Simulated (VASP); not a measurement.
Runs of VASP 6.6.1 on SiGe. The structure is that of space group P6_3mc (No. 186), or close to it. The cells are those of the table. 

```tsv
cell	gap on the mesh (eV)	pressure (GPa)	largest force (eV/Å)
a = 4.112, b = 4.112, c = 5.664 Å, angles 90.0, 90.0, 120.0°, 4 atoms	none	5.6	3.33
a = 3.542, b = 3.542, c = 7.022 Å, angles 90.0, 90.0, 120.0°, 4 atoms	none	13.3	1.69
a = 3.703, b = 3.703, c = 6.703 Å, angles 90.0, 90.0, 120.0°, 4 atoms	0.12	5.1	0.86
a = 3.593, b = 3.593, c = 7.122 Å, angles 90.0, 90.0, 120.0°, 4 atoms	none	8.1	1.33
a = 3.690, b = 3.690, c = 7.315 Å, angles 90.0, 90.0, 120.0°, 4 atoms	none	0.7	0.75
a = 3.736, b = 3.736, c = 7.407 Å, angles 90.0, 90.0, 120.0°, 4 atoms	none	-2.0	0.51
a = 4.092, b = 4.092, c = 6.175 Å, angles 90.0, 90.0, 120.0°, 4 atoms	none	-4.3	0.96
a = 3.651, b = 3.651, c = 6.608 Å, angles 90.0, 90.0, 120.0°, 4 atoms	(a)	(b)	1.07
```

Alike in all rows: task single point; level LDA; potentials or basis VASP PAW LDA potentials, release 64 (Si, Ge_d); no spin polarisation; k mesh 12 × 12 × 6; cutoff (eV) 520; smearing gaussian 0.03 eV.

Problem. Estimate the missing entries.

Solution. (a) 0.10; (b) 9.9.

Caveats: forces of over 1 eV/Å act on the atoms, so gaps and moduli don't describe the material at rest (some runs).

A k mesh can miss the band edges, and the runs leave out spin-orbit coupling on Ge.

A gap of «none» marks levels without a gap at the run's occupations.
